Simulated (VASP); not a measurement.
# NiO2 (P-3m1) in VASP: further runs

NiO2 is run at these levels: PBEsol; tasks: single point.

All numbers are computed with VASP 6.6.1; they aren't measurements. Logs are shortened: lines on timing, memory, paths and dates and some standing lists are left out, and cuts for length are marked.

## (1) The cell of the first run

The structure is trigonal, space group P-3m1 (No. 164). Conventional cell: a = 2.784 Å, b = 2.784 Å, c = 4.973 Å, α = 90.00°, β = 90.00°, γ = 120.00°. Within 2.4 Å of Ni (site symmetry -3m) lie 6 O at 1.83 Å. Within 2.4 Å of O (site symmetry 3m) lie 3 Ni at 1.83 Å and 3 O at 2.37 Å.

## (2) Single point, PBEsol

File INCAR:

```
PREC = Accurate
ENCUT = 700
EDIFF = 1E-6
ISMEAR = 0
SIGMA = 0.05
LREAL = F
LASPH = T
NELM = 120
ALGO = Normal
ISIF = 2
LWAVE = F
LCHARG = F
GGA = PS
NBANDS = 22
GGA_COMPAT = F
```

File KPOINTS:

```
Automatic mesh
0
Gamma
  12 12 6
```

File POSCAR:

```
NiO2
1.0
    2.7839850047      0.0000000000      0.0000000000
   -1.3919925024      2.4110017378      0.0000000000
    0.0000000000      0.0000000000      4.9726140668
Ni O
1 2
Direct
    0.0000000000      0.0000000000      0.5000000000
    0.6666666667      0.3333333333      0.6750910825
    0.3333333333      0.6666666667      0.3249089175
```

Potentials or basis: VASP PAW PBE potentials, release 64 (Ni_sv_GW, O).

Command:

```
cat potpaw_PBE.64/Ni_sv_GW/POTCAR potpaw_PBE.64/O/POTCAR > POTCAR
mpirun -np 1 vasp_std > vasp.out
```

OUTCAR:

```text
PREC = Accurate
   ENCUT = 700
   EDIFF = 1E-6
   ISMEAR = 0
   LREAL = F
   LASPH = T
   NELM = 120
   ISIF = 2
   GGA = PS

 ion  position               nearest neighbor table
   1  0.000  0.000  0.500-   2 1.83   3 1.83   2 1.83   3 1.83   2 1.83   3 1.83
   2  0.667  0.333  0.675-   1 1.83   1 1.83   1 1.83
   3  0.333  0.667  0.325-   1 1.83   1 1.83   1 1.83

  LATTYP: Found a hexagonal cell.
 ALAT       =     2.7839850047
 C/A-ratio  =     1.7861497308

  Lattice vectors:

 A1 = (   2.7839850047,   0.0000000000,   0.0000000000)
 A2 = (  -1.3919925024,   2.4110017378,   0.0000000000)
 A3 = (   0.0000000000,   0.0000000000,   4.9726140668)

Analysis of symmetry for initial positions (statically):
=====================================================================
 Subroutine PRICEL returns:
 Original cell was already a primitive cell.

 Routine SETGRP: Setting up the symmetry group for a
 hexagonal supercell.

 Subroutine GETGRP returns: Found 12 space group operations
 (whereof 12 operations were pure point group operations)
 out of a pool of 24 trial point group operations.

The static configuration has the point symmetry D_3d.

Analysis of symmetry for dynamics (positions and initial velocities):
=====================================================================
 Subroutine PRICEL returns:
 Original cell was already a primitive cell.

 Routine SETGRP: Setting up the symmetry group for a
 hexagonal supercell.

 Subroutine GETGRP returns: Found 12 space group operations
 (whereof 12 operations were pure point group operations)
 out of a pool of 24 trial point group operations.

The dynamic configuration has the point symmetry D_3d.

 Subroutine INISYM returns: Found 12 space group operations
 (whereof 12 operations are pure point group operations),
 and found     1 'primitive' translations

----------------------------------------------------------------------------------------

                                     Primitive cell

  volume of cell :      33.3771

  direct lattice vectors                    reciprocal lattice vectors
     2.783985005  0.000000000  0.000000000     0.359197337  0.207382679  0.000000000
    -1.391992502  2.411001738  0.000000000     0.000000000  0.414765358  0.000000000
     0.000000000  0.000000000  4.972614067     0.000000000  0.000000000  0.201101470

  length of vectors
     2.783985005  2.783985005  4.972614067     0.414765358  0.414765358  0.201101470

  position of ions in fractional coordinates (direct lattice)
     0.000000000  0.000000000  0.500000000
     0.666666667  0.333333333  0.675091083
     0.333333333  0.666666667  0.324908917

  ion indices of the primitive-cell ions
   primitive index   ion index
                 1           1
                 2           2
                 3           3

----------------------------------------------------------------------------------------

 KPOINTS: Automatic mesh

Automatic generation of k-mesh.
 Grid dimensions read from file:
 generate k-points for:   12   12    6

 Generating k-lattice:

  Cartesian coordinates                     Fractional coordinates (reciprocal lattice)
     0.029933111  0.017281890  0.000000000     0.083333333  0.000000000  0.000000000
     0.000000000  0.034563780  0.000000000     0.000000000  0.083333333  0.000000000
     0.000000000  0.000000000  0.033516912     0.000000000  0.000000000  0.166666667

  Length of vectors
     0.034563780  0.034563780  0.033516912

  Shift w.r.t. Gamma in fractional coordinates (k-lattice)
     0.000000000  0.000000000  0.000000000

 Subroutine IBZKPT returns following result:
 ===========================================

 Found    100 irreducible k-points:

 Following reciprocal coordinates:
            Coordinates               Weight
  0.000000  0.000000  0.000000      1.000000
  0.083333  0.000000  0.000000      6.000000
  0.166667  0.000000  0.000000      6.000000
  0.250000  0.000000  0.000000      6.000000
  0.333333  0.000000  0.000000      6.000000
  0.416667  0.000000  0.000000      6.000000
[... 16 lines left out ...]
  0.166667  0.000000  0.166667      6.000000
  0.000000  0.166667  0.166667      6.000000
 [... further k-points ...]
   k-points           NKPTS =    100   k-points in BZ     NKDIM =    100   number of bands    NBANDS=     22
   number of dos      NEDOS =    301   number of ions     NIONS =      3
   total plane-waves  NPLWV =  27648
   dimension x,y,z NGX =    24 NGY =   24 NGZ =   48
   dimension x,y,z NGXF=    48 NGYF=   48 NGZF=   96
   ions per type =               1   2
   NGX,Y,Z   is equivalent  to a cutoff of  14.33, 14.33, 16.05 a.u.
   NGXF,Y,Z  is equivalent  to a cutoff of  28.66, 28.66, 32.10 a.u.
 SYSTEM =  unknown system
   PREC   = accura    normal or accurate (medium, high low for compatibility)
   ISTART =      0    job   : 0-new  1-cont  2-samecut
   ICHARG =      2    charge: 1-file 2-atom 10-const
   ISPIN  =      1    spin polarized calculation?
   LNONCOLLINEAR =      F non collinear calculations
   LSORBIT =      F    spin-orbit coupling
   LASPH  =      T    aspherical Exc in radial PAW
   ENCUT  =  700.0 eV  51.45 Ry    7.17 a.u.   6.01  6.01 10.73*2*pi/ulx,y,z
   NELM   =    120;   NELMIN=  2; NELMDL= -5     # of ELM steps
   EDIFF  = 0.1E-05   stopping-criterion for ELM
   LREAL  =      F    real-space projection
   EDIFFG = 0.1E-04   stopping-criterion for IOM
   NSW    =      0    number of steps for IOM
   IBRION =     -1    ionic relax: 0-MD 1-quasi-New 2-CG
   NFREE  =      0    steps in history (QN), initial steepest desc. (CG)
   ISIF   =      2    stress and relaxation
   ISYM   =      2    0-nonsym 1-usesym 2-fastsym
   POTIM  = 0.5000    time-step for ionic-motion
   TEBEG  =    0.0;   TEEND  =   0.0 temperature during run
   PSTRESS=    0.0 pullay stress
   NELECT =      30.0000    total number of electrons
   NUPDOWN=      -1.0000    fix difference up-down
   EMIN   =  10.00;   EMAX   =-10.00  energy-range for DOS
   EFERMI =   0.00;   METHOD = LEGACY
   ISMEAR =     0;   SIGMA  =   0.05  broadening in eV -4-tet -1-fermi 0-gaus
   EFERMI_NEDOS =   21; number of points for ismear=-14 and -15
   IALGO  =     38    algorithm
   IMIX   =      4    mixing-type and parameters
     AMIX     =   0.40;   BMIX     =  1.00
     AMIX_MAG =   1.60;   BMIX_MAG =  1.00
  volume/ion in A,a.u.               =      11.13        75.08
  Fermi-wavevector in a.u.,A,eV,Ry     =   1.579909  2.985596 33.961690  2.496114
  Thomas-Fermi vector in A             =   2.680217
   LORBIT       =      0    0 simple, 1 ext, 2 COOP (PROOUT), +10 PAW based schemes
   GGA     = PS    functional components
   LHFCALC =     F    Hartree Fock is set to
   AEXX    =    0.0000 exact exchange contribution
   IVDW    =     0    specifies the selected vdW correction
   LEPSILON=     F    determine dielectric tensor
   LRPA    =     F    only Hartree local field effects (RPA)
 non-spin polarized calculation
 Gauss-broadening in eV      SIGMA  =   0.05
  energy-cutoff  :      700.00
  volume of cell :       33.38
 maximum number of plane-waves:      1443
   NGX = 13   NGY = 13   NGZ = 21

 number of electron      30.0000008 magnetization

 Free energy of the ion-electron system (eV)
  ---------------------------------------------------
  ext. energy  EPLUGINS =         0.00000000
  ---------------------------------------------------
  free energy    TOTEN  =       -19.70247634 eV

  energy without entropy =      -19.70247634  energy(sigma->0) =      -19.70247634

 E-fermi :   2.1443     XC(G=0): -10.5488

 val. band max:        1.6541392178   @ k =   0.0833   0.0000   0.5000
 cond. band min:       2.7305138912   @ k =   0.2500   0.0000   0.3333
 fundamental gap:      1.0763746733
 Fermi energy:         2.1443065688

 k-point     1 :       0.0000    0.0000    0.0000
  band No.  band energies     occupation
      1    -102.4728      2.00000
      2     -63.0972      2.00000
      3     -63.0972      2.00000
      4     -62.6972      2.00000
      5     -18.6366      2.00000
      6     -15.6172      2.00000
[... 14 lines left out ...]
     21      21.2583      0.00000
     22      21.2602      0.00000

 k-point     2 :       0.0833    0.0000    0.0000
  band No.  band energies     occupation
      1    -102.4725      2.00000
      2     -63.1012      2.00000
      3     -63.0982      2.00000
      4     -62.6966      2.00000
      5     -18.5361      2.00000
      6     -15.6370      2.00000
[... 14 lines left out ...]
     21      20.5379      0.00000
     22      21.5465      0.00000

 k-point     3 :       0.1667    0.0000    0.0000
  band No.  band energies     occupation
      1    -102.4718      2.00000
      2     -63.1122      2.00000
      3     -63.1008      2.00000
      4     -62.6952      2.00000
      5     -18.2483      2.00000
      6     -15.6961      2.00000
[... 14 lines left out ...]
     21      19.1892      0.00000
     22      21.2431      0.00000

 k-point     4 :       0.2500    0.0000    0.0000
  band No.  band energies     occupation
      1    -102.4704      2.00000
      2     -63.1268      2.00000
      3     -63.1043      2.00000
      4     -62.6930      2.00000
      5     -17.8158      2.00000
      6     -15.7939      2.00000
[... 14 lines left out ...]
     21      17.9873      0.00000
     22      20.1479      0.00000

 k-point     5 :       0.3333    0.0000    0.0000
  band No.  band energies     occupation
      1    -102.4691      2.00000
      2     -63.1415      2.00000
      3     -63.1079      2.00000
      4     -62.6910      2.00000
      5     -17.3098      2.00000
      6     -15.9323      2.00000
[... 417 lines left out ...]
 k-point    22 :       0.0000    0.0833    0.1667
  band No.  band energies     occupation
      1    -102.4725      2.00000
      2     -63.1013      2.00000
      3     -63.0983      2.00000
      4     -62.6966      2.00000
      5     -18.5290      2.00000
      6     -15.6520      2.00000
[... 14 lines left out ...]
     21      20.5437      0.00000
     22      21.5227      0.00000

 k-point    23 :       0.1667    0.0000    0.1667
  band No.  band energies     occupation
      1    -102.4718      2.00000
      2     -63.1122      2.00000
      3     -63.1009      2.00000
      4     -62.6952      2.00000
      5     -18.2418      2.00000
      6     -15.7083      2.00000
[... 14 lines left out ...]
     21      19.2008      0.00000
     22      21.5315      0.00000

 k-point    24 :       0.0000    0.1667    0.1667
  band No.  band energies     occupation
      1    -102.4718      2.00000
      2     -63.1122      2.00000
      3     -63.1009      2.00000
      4     -62.6952      2.00000
      5     -18.2414      2.00000
      6     -15.7092      2.00000
[... 14 lines left out ...]
     21      19.1977      0.00000
     22      21.2396      0.00000

 [... further k-points ...]

------------------------ aborting loop because EDIFF is reached ----------------------------------------

  FORCE on cell =-STRESS in cart. coord.  units (eV):
  Direction    XX          YY          ZZ          XY          YZ          ZX
  --------------------------------------------------------------------------------------
  -------------------------------------------------------------------------------------
  Total        1.7968964      1.7968964      2.0868536     -0.0000000      0.0000000      0.0000000
  in kB       86.2550341     86.2550341    100.1736267     -0.0000000      0.0000000      0.0000000
  external PRESSURE =      90.8945650 kB  Pullay stress =       0.0000000 kB

 VOLUME and BASIS-vectors are now :
 -----------------------------------------------------------------------------
  energy-cutoff  :      700.00
  volume of cell :       33.38
      direct lattice vectors                 reciprocal lattice vectors
     2.783985005  0.000000000  0.000000000     0.359197337  0.207382679  0.000000000
    -1.391992502  2.411001738  0.000000000     0.000000000  0.414765358  0.000000000
     0.000000000  0.000000000  4.972614067     0.000000000  0.000000000  0.201101470

 POSITION                                       TOTAL-FORCE (eV/Angst)
 -----------------------------------------------------------------------------------
      0.00000      0.00000      2.48631        -0.000000      0.000000      0.000000
      1.39199      0.80367      3.35697        -0.000000     -0.000000      1.316069
     -0.00000      1.60733      1.61565         0.000000      0.000000     -1.316069
 -----------------------------------------------------------------------------------
    total drift:                               -0.000000      0.000000     -0.000000

  FREE ENERGIE OF THE ION-ELECTRON SYSTEM (eV)
  ---------------------------------------------------
  free  energy   TOTEN  =       -19.7024763385 eV

  energy  without entropy=      -19.7024763385  energy(sigma->0) =      -19.70247634
```

Wall time 2.3 min (1 thread of AMD EPYC 7R43 (Zen 3), shared host); peak memory 0.24 GiB.

What came out:

- Free energy: -19.7025 eV
- Pressure: 9.1 GPa
- Largest force: 1.316 eV/Å
- Band gap on the k mesh: 1.08 eV (least direct gap 1.43 eV)

Forces in eV/Å, atoms in the order of the input:
```
Ni   0.000  0.000  0.000
O    0.000  0.000  1.316
O    0.000  0.000 -1.316
```

Stress tensor (GPa, compression positive):
```
 8.63  0.00  0.00
 0.00  8.63  0.00
 0.00  0.00 10.02
```

Levels at points of the mesh, in eV from the valence-band top:
| k point | band 13 | band 14 | band 15 | band 16 | band 17 | band 18 |
| --- | --- | --- | --- | --- | --- | --- |
| (0.00, 0.00, 0.00) | -1.37 | -1.28 | -0.21 | 2.43 | 2.43 | 7.42 |
| (0.50, 0.00, 0.00) | -2.00 | -1.83 | -1.11 | 1.60 | 2.34 | 12.49 |
| (0.00, 0.00, 0.50) | -1.38 | -1.38 | -0.03 | 2.44 | 2.44 | 9.07 |
| (0.50, 0.00, 0.50) | -1.83 | -1.77 | -1.15 | 1.59 | 2.32 | 11.68 |

Caveat: the cell stands under pressure; the PAW data sets were made with another functional, which shifts forces and pressure a little; the run has no spin polarisation, though such a crystal can be magnetic. Spin polarisation is off, so any magnetic state and its effect on volume and gap are missing.

## (3) Single point, PBEsol

File INCAR:

```
SYSTEM = NiO2
ALGO = Normal
EDIFF = 1E-6
ENCUT = 700
GGA = PS
GGA_COMPAT = .FALSE.
ISIF = 2
ISMEAR = 0
LASPH = .TRUE.
LCHARG = .FALSE.
LREAL = .FALSE.
LWAVE = .FALSE.
NBANDS = 22
NELM = 120
PREC = Accurate
SIGMA = 0.05
```

File KPOINTS:

```
k-points
0
G
  12 12 6
  0 0 0
```

File POSCAR:

```
NiO2
1.0
    2.8028105550      0.0000000000      0.0000000000
   -1.4014052775      2.4273051426      0.0000000000
    0.0000000000      0.0000000000      4.9060395955
Ni O
1 2
Direct
    0.0000000000      0.0000000000      0.5000000000
    0.6666666667      0.3333333333      0.7002287663
    0.3333333333      0.6666666667      0.2997712337
```

Potentials or basis: VASP PAW PBE potentials, release 64 (Ni_sv_GW, O).

Command:

```
cat potpaw_PBE.64/Ni_sv_GW/POTCAR potpaw_PBE.64/O/POTCAR > POTCAR
mpirun -np 1 vasp_std > vasp.out
```

It took 97 s on 1 thread of Intel Xeon Platinum 8259CL at 2.50GHz (Skylake/Cascade Lake), shared host; peak memory 0.26 GiB.

The run converged. Its results:

```yaml
Free_energy: -19.7281 eV
Pressure: -8.6 GPa
Largest_force: 0.993 eV/Å
Band_gap_on_the_k_mesh: 0.97 eV (least direct gap 1.14 eV)
```

Forces in eV/Å, atoms in the order of the input:
```
Ni   0.000  0.000  0.000
O    0.000  0.000 -0.993
O    0.000  0.000  0.993
```

Stress tensor (GPa, compression positive):
```
-8.05  0.00  0.00
 0.00 -8.05  0.00
 0.00  0.00 -9.73
```

Levels at points of the mesh, in eV from the valence-band top:
```tsv
k point	band 13	band 14	band 15	band 16	band 17	band 18
(0.00, 0.00, 0.00)	-0.95	-0.85	-0.38	2.16	2.16	7.36
(0.50, 0.00, 0.00)	-1.56	-1.55	-0.91	1.61	2.09	12.11
(0.00, 0.00, 0.50)	-0.97	-0.97	-0.14	2.18	2.18	9.22
(0.50, 0.00, 0.50)	-1.59	-1.55	-0.96	1.61	2.04	11.60
```

Caveat: the cell stands under tension; the PAW data sets were made with another functional, which shifts forces and pressure a little; the run has no spin polarisation, though such a crystal can be magnetic. A k mesh can miss the band edges.
